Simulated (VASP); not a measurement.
Input of a VASP 6.6.1 run:

Contents of INCAR:

```
SYSTEM = Os
PREC = Accurate ; ENCUT = 520
EDIFF = 1E-6 ; ISMEAR = -1
SIGMA = 0.05 ; LREAL = .False.
LASPH = .True. ; NELM = 100
ALGO = Normal ; ISIF = 2
LWAVE = .False. ; LCHARG = .False.
GGA = RP ; IVDW = 13
NBANDS = 15
```

Contents of KPOINTS:

```
regular mesh
0
Gamma
  11 11 6
  0 0 0
```

File POSCAR:

```
Os
1.0
    2.7522071502      0.0000000000      0.0000000000
   -1.3761035751      2.3834813086      0.0000000000
    0.0000000000      0.0000000000      4.3483081185
Os
2
Direct
    0.6666666667      0.3333333333      0.7500000000
    0.3333333333      0.6666666667      0.2500000000
```

Potentials or basis: VASP PAW PBE potentials, release 64 (Os).

Run with:

```bash
$ cat potpaw_PBE.64/Os/POTCAR > POTCAR
$ mpirun -np 1 vasp_std > vasp.out
```

Q: Estimate the pressure.

A: -9.1 GPa.

Q: Predict the band gap on the k mesh.

A: Zero (bands 8 and 9 overlap by 3.76 eV).

Q: Estimate the dispersion energy per atom.

A: -1.217 eV.

Stress tensor (GPa, compression positive):
```
-9.00  0.00  0.00
 0.00 -9.00  0.00
 0.00  0.00 -9.20
```

Caveat: the cell stands under tension; the dispersion term is far too large for a dense solid, which distorts pressure and volume; the PAW data sets were made with another functional, which shifts forces and pressure a little; spin-orbit coupling is left out, which moves the levels of the heavy elements.
